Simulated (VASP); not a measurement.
# CaSe (Fm-3m) in VASP: further runs

Runs on CaSe. Level: PBE. Tasks: single point.

Everything below comes from runs of VASP 6.6.1. Logs are shortened: lines on timing, memory, paths and dates and some standing lists are left out, and cuts for length are marked.

## (1) The cell of the first run

Symmetry: Fm-3m, No. 225, cubic system. Conventional cell: a = 5.481 Å, b = 5.481 Å, c = 5.481 Å, α = 90.00°, β = 90.00°, γ = 90.00°. Within 3.6 Å of Se (site symmetry m-3m) lie 6 Ca at 2.74 Å. Within 3.6 Å of Ca (site symmetry m-3m) lie 6 Se at 2.74 Å.

## (2) Single point, PBE

Input file INCAR:

```
  ALGO = Normal
  EDIFF = 1E-6
  ENCUT = 520
  GGA = PE
  ISIF = 2
  ISMEAR = -1
  LASPH = True
  LCHARG = True
  LELF = True
  LREAL = False
  LVHAR = True
  LWAVE = False
  NBANDS = 15
  NELM = 60
  PREC = Accurate
  SIGMA = 0.05
```

Input file KPOINTS:

```
k-points
0
Gamma
  8 8 8
```

Input file POSCAR:

```
CaSe
1.0
    0.0000000000      2.7404662638      2.7404662638
    2.7404662638      0.0000000000      2.7404662638
    2.7404662638      2.7404662638      0.0000000000
Se Ca
1 1
Direct
    0.5000000000      0.5000000000      0.5000000000
    0.0000000000      0.0000000000      0.0000000000
```

Potentials or basis: VASP PAW PBE potentials, release 64 (Se, Ca_sv).

Run with:

```sh
cat potpaw_PBE.64/Se/POTCAR potpaw_PBE.64/Ca_sv/POTCAR > POTCAR
mpirun -np 1 vasp_std > vasp.out
```

OUTCAR:

```text
EDIFF = 1E-6
   ENCUT = 520
   GGA = PE
   ISIF = 2
   ISMEAR = -1
   LASPH = True
   LREAL = False
   NELM = 60
   PREC = Accurate

 ion  position               nearest neighbor table
   1  0.500  0.500  0.500-   2 2.74   2 2.74   2 2.74   2 2.74   2 2.74   2 2.74
   2  0.000  0.000  0.000-   1 2.74   1 2.74   1 2.74   1 2.74   1 2.74   1 2.74

  LATTYP: Found a face centered cubic cell.
 ALAT       =     5.4809325276

  Lattice vectors:

 A1 = (   0.0000000000,   2.7404662638,   2.7404662638)
 A2 = (   2.7404662638,   0.0000000000,   2.7404662638)
 A3 = (   2.7404662638,   2.7404662638,   0.0000000000)

Analysis of symmetry for initial positions (statically):
=====================================================================
 Subroutine PRICEL returns:
 Original cell was already a primitive cell.

 Routine SETGRP: Setting up the symmetry group for a
 face centered cubic supercell.

 Subroutine GETGRP returns: Found 48 space group operations
 (whereof 48 operations were pure point group operations)
 out of a pool of 48 trial point group operations.

The static configuration has the point symmetry O_h .

Analysis of symmetry for dynamics (positions and initial velocities):
=====================================================================
 Subroutine PRICEL returns:
 Original cell was already a primitive cell.

 Routine SETGRP: Setting up the symmetry group for a
 face centered cubic supercell.

 Subroutine GETGRP returns: Found 48 space group operations
 (whereof 48 operations were pure point group operations)
 out of a pool of 48 trial point group operations.

The dynamic configuration has the point symmetry O_h .

 Subroutine INISYM returns: Found 48 space group operations
 (whereof 48 operations are pure point group operations),
 and found     1 'primitive' translations

----------------------------------------------------------------------------------------

                                     Primitive cell

  volume of cell :      41.1627

  direct lattice vectors                    reciprocal lattice vectors
     0.000000000  2.740466264  2.740466264    -0.182450704  0.182450704  0.182450704
     2.740466264  0.000000000  2.740466264     0.182450704 -0.182450704  0.182450704
     2.740466264  2.740466264  0.000000000     0.182450704  0.182450704 -0.182450704

  length of vectors
     3.875604557  3.875604557  3.875604557     0.316013890  0.316013890  0.316013890

  position of ions in fractional coordinates (direct lattice)
     0.500000000  0.500000000  0.500000000
     0.000000000  0.000000000  0.000000000

  ion indices of the primitive-cell ions
   primitive index   ion index
                 1           1
                 2           2

----------------------------------------------------------------------------------------

 KPOINTS: k-points

Automatic generation of k-mesh.
 Grid dimensions read from file:
 generate k-points for:    8    8    8

 Generating k-lattice:

  Cartesian coordinates                     Fractional coordinates (reciprocal lattice)
    -0.022806338  0.022806338  0.022806338     0.125000000  0.000000000  0.000000000
     0.022806338 -0.022806338  0.022806338     0.000000000  0.125000000  0.000000000
     0.022806338  0.022806338 -0.022806338     0.000000000  0.000000000  0.125000000

  Length of vectors
     0.039501736  0.039501736  0.039501736

  Shift w.r.t. Gamma in fractional coordinates (k-lattice)
     0.000000000  0.000000000  0.000000000

 Subroutine IBZKPT returns following result:
 ===========================================

 Found     29 irreducible k-points:

 Following reciprocal coordinates:
            Coordinates               Weight
  0.000000  0.000000  0.000000      1.000000
  0.125000  0.000000  0.000000      8.000000
  0.250000  0.000000  0.000000      8.000000
  0.375000  0.000000  0.000000      8.000000
  0.500000  0.000000  0.000000      4.000000
  0.125000  0.125000  0.000000      6.000000
[... 16 lines left out ...]
  0.500000  0.250000  0.125000     48.000000
 -0.375000  0.250000  0.125000     24.000000
 [... further k-points ...]
   k-points           NKPTS =     29   k-points in BZ     NKDIM =     29   number of bands    NBANDS=     15
   number of dos      NEDOS =    301   number of ions     NIONS =      2
   total plane-waves  NPLWV =  27000
   dimension x,y,z NGX =    30 NGY =   30 NGZ =   30
   dimension x,y,z NGXF=    60 NGYF=   60 NGZF=   60
   ions per type =               1   1
   NGX,Y,Z   is equivalent  to a cutoff of  12.87, 12.87, 12.87 a.u.
   NGXF,Y,Z  is equivalent  to a cutoff of  25.74, 25.74, 25.74 a.u.
 SYSTEM =  unknown system
   PREC   = accura    normal or accurate (medium, high low for compatibility)
   ISTART =      0    job   : 0-new  1-cont  2-samecut
   ICHARG =      2    charge: 1-file 2-atom 10-const
   ISPIN  =      1    spin polarized calculation?
   LNONCOLLINEAR =      F non collinear calculations
   LSORBIT =      F    spin-orbit coupling
   LASPH  =      T    aspherical Exc in radial PAW
   ENCUT  =  520.0 eV  38.22 Ry    6.18 a.u.   7.21  7.21  7.21*2*pi/ulx,y,z
   NELM   =     60;   NELMIN=  2; NELMDL= -5     # of ELM steps
   EDIFF  = 0.1E-05   stopping-criterion for ELM
   LREAL  =      F    real-space projection
   EDIFFG = 0.1E-04   stopping-criterion for IOM
   NSW    =      0    number of steps for IOM
   IBRION =     -1    ionic relax: 0-MD 1-quasi-New 2-CG
   NFREE  =      0    steps in history (QN), initial steepest desc. (CG)
   ISIF   =      2    stress and relaxation
   ISYM   =      2    0-nonsym 1-usesym 2-fastsym
   POTIM  = 0.5000    time-step for ionic-motion
   TEBEG  =    0.0;   TEEND  =   0.0 temperature during run
   PSTRESS=    0.0 pullay stress
   NELECT =      16.0000    total number of electrons
   NUPDOWN=      -1.0000    fix difference up-down
   EMIN   =  10.00;   EMAX   =-10.00  energy-range for DOS
   EFERMI =   0.00;   METHOD = LEGACY
   ISMEAR =    -1;   SIGMA  =   0.05  broadening in eV -4-tet -1-fermi 0-gaus
   EFERMI_NEDOS =   21; number of points for ismear=-14 and -15
   IALGO  =     38    algorithm
   IMIX   =      4    mixing-type and parameters
     AMIX     =   0.40;   BMIX     =  1.00
     AMIX_MAG =   1.60;   BMIX_MAG =  1.00
  volume/ion in A,a.u.               =      20.58       138.89
  Fermi-wavevector in a.u.,A,eV,Ry     =   1.194759  2.257767 19.421629  1.427449
  Thomas-Fermi vector in A             =   2.330741
   LORBIT       =      0    0 simple, 1 ext, 2 COOP (PROOUT), +10 PAW based schemes
   GGA     = PE    functional components
   LHFCALC =     F    Hartree Fock is set to
   AEXX    =    0.0000 exact exchange contribution
   IVDW    =     0    specifies the selected vdW correction
   LEPSILON=     F    determine dielectric tensor
   LRPA    =     F    only Hartree local field effects (RPA)
 non-spin polarized calculation
  energy-cutoff  :      520.00
  volume of cell :       41.16
 maximum number of plane-waves:      1124
 NGX is ok and might be reduce to    30
   NGX = 15   NGY = 15   NGZ = 15

 number of electron      16.0000002 magnetization

 Free energy of the ion-electron system (eV)
  ---------------------------------------------------
  ext. energy  EPLUGINS =         0.00000000
  ---------------------------------------------------
  free energy    TOTEN  =        -8.87294632 eV

  energy without entropy =       -8.87294627  energy(sigma->0) =       -8.87294629

 E-fermi :   4.9057     XC(G=0): -10.1665

 val. band max:        4.2664410906   @ k =   0.0000   0.0000   0.0000
 cond. band min:       5.5458122620   @ k =   0.5000   0.5000   0.0000
 fundamental gap:      1.2793711714
 Fermi energy:         4.9057229869

 k-point     1 :       0.0000    0.0000    0.0000
  band No.  band energies     occupation
      1     -34.9036      2.00000
      2     -15.9397      2.00000
      3     -15.9397      2.00000
      4     -15.9397      2.00000
      5      -8.4751      2.00000
      6       4.2664      1.99999
      7       4.2664      1.99999
      8       4.2664      1.99999
      9       7.7272      0.00000
     10       7.7272      0.00000
     11       7.7272      0.00000
     12       8.5537      0.00000
     13       8.5537      0.00000
     14       9.0175      0.00000
     15      14.1828      0.00000

 k-point     2 :       0.1250    0.0000    0.0000
  band No.  band energies     occupation
      1     -34.9001      2.00000
      2     -15.9919      2.00000
      3     -15.9421      2.00000
      4     -15.9421      2.00000
      5      -8.3074      2.00000
      6       3.3041      2.00000
      7       3.8693      2.00000
      8       3.8693      2.00000
      9       7.8494      0.00000
     10       8.0158      0.00000
     11       8.0158      0.00000
     12       9.1685      0.00000
     13       9.1685      0.00000
     14       9.9428      0.00000
     15      14.6748      0.00000

 k-point     3 :       0.2500    0.0000    0.0000
  band No.  band energies     occupation
      1     -34.8918      2.00000
      2     -16.1129      2.00000
      3     -15.9479      2.00000
      4     -15.9479      2.00000
      5      -7.8795      2.00000
      6       1.7131      2.00000
      7       3.1725      2.00000
      8       3.1725      2.00000
      9       8.0329      0.00000
     10       8.7093      0.00000
     11       8.7093      0.00000
     12      10.5931      0.00000
     13      10.5931      0.00000
     14      11.4459      0.00000
     15      14.8913      0.00000
[... 343 lines left out ...]
 k-point    23 :       0.5000    0.2500    0.1250
  band No.  band energies     occupation
      1     -34.8790      2.00000
      2     -16.1831      2.00000
      3     -16.0214      2.00000
      4     -15.9729      2.00000
      5      -7.4097      2.00000
      6       0.7793      2.00000
      7       2.2998      2.00000
      8       2.6197      2.00000
      9       8.0788      0.00000
     10       9.9926      0.00000
     11      10.2967      0.00000
     12      10.5629      0.00000
     13      11.2246      0.00000
     14      13.3070      0.00000
     15      13.7415      0.00000

 k-point    24 :      -0.3750    0.2500    0.1250
  band No.  band energies     occupation
      1     -34.8762      2.00000
      2     -16.2068      2.00000
      3     -16.0256      2.00000
      4     -15.9816      2.00000
      5      -7.2883      2.00000
      6       0.5943      2.00000
      7       2.0546      2.00000
      8       2.4964      2.00000
      9       8.9136      0.00000
     10       9.2387      0.00000
     11      10.5644      0.00000
     12      11.1543      0.00000
     13      11.5186      0.00000
     14      12.4183      0.00000
     15      14.5289      0.00000

 [... further k-points ...]

------------------------ aborting loop because EDIFF is reached ----------------------------------------

  FORCE on cell =-STRESS in cart. coord.  units (eV):
  Direction    XX          YY          ZZ          XY          YZ          ZX
  --------------------------------------------------------------------------------------
  -------------------------------------------------------------------------------------
  Total        5.2452599      5.2452599      5.2452599      0.0000000     -0.0000000      0.0000000
  in kB      204.1616724    204.1616724    204.1616724      0.0000000     -0.0000000      0.0000000
  external PRESSURE =     204.1616724 kB  Pullay stress =       0.0000000 kB

 VOLUME and BASIS-vectors are now :
 -----------------------------------------------------------------------------
  energy-cutoff  :      520.00
  volume of cell :       41.16
      direct lattice vectors                 reciprocal lattice vectors
     0.000000000  2.740466264  2.740466264    -0.182450704  0.182450704  0.182450704
     2.740466264  0.000000000  2.740466264     0.182450704 -0.182450704  0.182450704
     2.740466264  2.740466264  0.000000000     0.182450704  0.182450704 -0.182450704

 POSITION                                       TOTAL-FORCE (eV/Angst)
 -----------------------------------------------------------------------------------
      2.74047      2.74047      2.74047        -0.000000      0.000000     -0.000000
      0.00000      0.00000      0.00000         0.000000     -0.000000      0.000000
 -----------------------------------------------------------------------------------
    total drift:                               -0.000000      0.000000      0.000000

  FREE ENERGIE OF THE ION-ELECTRON SYSTEM (eV)
  ---------------------------------------------------
  free  energy   TOTEN  =        -8.8729463155 eV

  energy  without entropy=       -8.8729462698  energy(sigma->0) =       -8.87294629
```

Run time: 10 s. Hardware: 1 thread of Intel Xeon 6975P-C (Granite Rapids), shared host; peak memory 0.17 GiB.

Results:

| Item | Value |
| --- | --- |
| Free energy | -8.8729 eV |
| Pressure | 20.4 GPa |
| Band gap on the k mesh | 1.28 eV (least direct gap 2.43 eV) |

Levels at points of the mesh, in eV from the valence-band top:
```csv
k point,band 6,band 7,band 8,band 9,band 10,band 11
"(0.00, 0.00, 0.00)",0.00,0.00,0.00,3.46,3.46,3.46
"(0.50, 0.00, 0.00)",-4.28,-1.80,-1.80,4.84,5.98,5.98
"(0.50, 0.50, 0.00)",-3.12,-1.15,-1.15,1.28,5.34,6.10
```

Caveat: the cell stands under pressure. A k mesh can miss the band edges.

## (3) Single point, PBE

This run uses another cell than the first one, of 22.69 Å³/atom.

Input file INCAR:

```
SYSTEM = CaSe
  PREC = Accurate
  ENCUT = 520
  EDIFF = 1E-6
  ISMEAR = -1
  SIGMA = 0.05
  LREAL = .False.
  LASPH = .True.
  NELM = 100
  ALGO = Normal
  ISIF = 2
  LWAVE = .False.
  LCHARG = .False.
  GGA = PE
  NBANDS = 15
```

Input file KPOINTS:

```
Automatic mesh
0
Gamma
  8 8 8
  0 0 0
```

Input file POSCAR:

```
CaSe
1.0
    0.0000000000      2.8311834754      2.8311834754
    2.8311834754      0.0000000000      2.8311834754
    2.8311834754      2.8311834754      0.0000000000
Se Ca
1 1
Direct
    0.5000000000      0.5000000000      0.5000000000
    0.0000000000      0.0000000000      0.0000000000
```

Potentials or basis: VASP PAW PBE potentials, release 64 (Se, Ca_sv).

Run with:

```sh
cat potpaw_PBE.64/Se/POTCAR potpaw_PBE.64/Ca_sv/POTCAR > POTCAR
mpirun -np 1 vasp_std > vasp.out
```

Wall time 11 s (1 thread of Intel Xeon 6975P-C (Granite Rapids), shared host); peak memory 0.17 GiB.

Results (log left out):

- Free energy: -9.2690 eV
- Pressure: 10.3 GPa
- Band gap on the k mesh: 1.65 eV (least direct gap 2.71 eV)

Levels at points of the mesh, in eV from the valence-band top:
| k point | band 6 | band 7 | band 8 | band 9 | band 10 | band 11 |
| --- | --- | --- | --- | --- | --- | --- |
| (0.00, 0.00, 0.00) | 0.00 | 0.00 | 0.00 | 3.61 | 3.61 | 3.61 |
| (0.50, 0.00, 0.00) | -3.82 | -1.51 | -1.51 | 4.72 | 5.81 | 5.81 |
| (0.50, 0.50, 0.00) | -2.87 | -1.06 | -1.06 | 1.65 | 5.24 | 5.64 |

Caveat: the cell stands under pressure.

## (4) Single point, PBE

This run uses another cell than the first one, of 24.23 Å³/atom.

Input file INCAR:

```
SYSTEM = CaSe
  ALGO = Normal
  EDIFF = 1E-6
  ENCUT = 520
  GGA = PE
  ISIF = 2
  ISMEAR = -1
  LASPH = .True.
  LCHARG = .False.
  LREAL = .False.
  LWAVE = .False.
  NBANDS = 15
  NELM = 80
  PREC = Accurate
  SIGMA = 0.05
```

Input file KPOINTS:

```
k-points
0
Gamma
  8 8 8
  0 0 0
```

Input file POSCAR:

```
CaSe
1.0
    0.0000000000      2.8937463354      2.8937463354
    2.8937463354      0.0000000000      2.8937463354
    2.8937463354      2.8937463354      0.0000000000
Se Ca
1 1
Direct
    0.5000000000      0.5000000000      0.5000000000
    0.0000000000      0.0000000000      0.0000000000
```

Run with:

```sh
cat potpaw_PBE.64/Se/POTCAR potpaw_PBE.64/Ca_sv/POTCAR > POTCAR
mpirun -np 1 vasp_std > vasp.out
```

It took 11 s on 1 thread of Intel Xeon 6975P-C (Granite Rapids), shared host; peak memory 0.17 GiB.

Results (log left out):

- Free energy: -9.4159 eV
- Pressure: 5.2 GPa
- Band gap on the k mesh: 1.85 eV (least direct gap 2.85 eV)

Levels at points of the mesh, in eV from the valence-band top:
```csv
k point,band 6,band 7,band 8,band 9,band 10,band 11
"(0.00, 0.00, 0.00)",0.00,0.00,0.00,3.67,3.67,3.67
"(0.50, 0.00, 0.00)",-3.54,-1.35,-1.35,4.62,5.66,5.66
"(0.50, 0.50, 0.00)",-2.69,-1.00,-1.00,1.85,5.15,5.34
```

Caveat: the cell stands under pressure. A k mesh can miss the band edges.

## (5) Single point, PBE

This run uses another cell than the first one, of 25.44 Å³/atom.

Input file INCAR:

```
PREC = Accurate
ENCUT = 520
EDIFF = 1E-6
ISMEAR = -1
SIGMA = 0.05
LREAL = F
LASPH = T
NELM = 60
ALGO = Normal
ISIF = 2
LWAVE = F
LCHARG = F
GGA = PE
NBANDS = 15
```

Input file KPOINTS:

```
regular mesh
0
Gamma
  8 8 8
```

Input file POSCAR:

```
CaSe
1.0
    0.0000000000      2.9410895688      2.9410895688
    2.9410895688      0.0000000000      2.9410895688
    2.9410895688      2.9410895688      0.0000000000
Se Ca
1 1
Direct
    0.5000000000      0.5000000000      0.5000000000
    0.0000000000      0.0000000000      0.0000000000
```

Run with:

```sh
cat potpaw_PBE.64/Se/POTCAR potpaw_PBE.64/Ca_sv/POTCAR > POTCAR
mpirun -np 1 vasp_std > vasp.out
```

Run time: 9.1 s. Hardware: 1 thread of Intel Xeon 6975P-C (Granite Rapids), shared host; peak memory 0.18 GiB.

Results (log left out):

```
Free energy            : -9.4713 eV
Pressure               : 2.2 GPa
Band gap on the k mesh : 1.98 eV (least direct gap 2.93 eV)
```

Levels at points of the mesh, in eV from the valence-band top:
```tsv
k point	band 6	band 7	band 8	band 9	band 10	band 11
(0.00, 0.00, 0.00)	0.00	0.00	0.00	3.43	3.70	3.70
(0.50, 0.00, 0.00)	-3.35	-1.23	-1.23	4.54	5.53	5.55
(0.50, 0.50, 0.00)	-2.56	-0.95	-0.95	1.98	5.07	5.13
```

## (6) Summary

| cell | gap on the mesh (eV) | pressure (GPa) |
| --- | --- | --- |
| a = 3.876 Å, angles 60.0°, 2 atoms | 1.28 | 20.4 |
| a = 4.004 Å, angles 60.0°, 2 atoms | 1.65 | 10.3 |
| a = 4.092 Å, angles 60.0°, 2 atoms | 1.85 | 5.2 |
| a = 4.159 Å, angles 60.0°, 2 atoms | 1.98 | 2.2 |

Alike in all rows: task single point; level PBE; potentials or basis VASP PAW PBE potentials, release 64 (Se, Ca_sv); no spin polarisation; k mesh 8 × 8 × 8; cutoff (eV) 520; smearing fermi-dirac 0.05 eV.

Caveats: the cell stands under pressure (at least some runs).

Absolute energies hang on the potentials; compare differences alone.
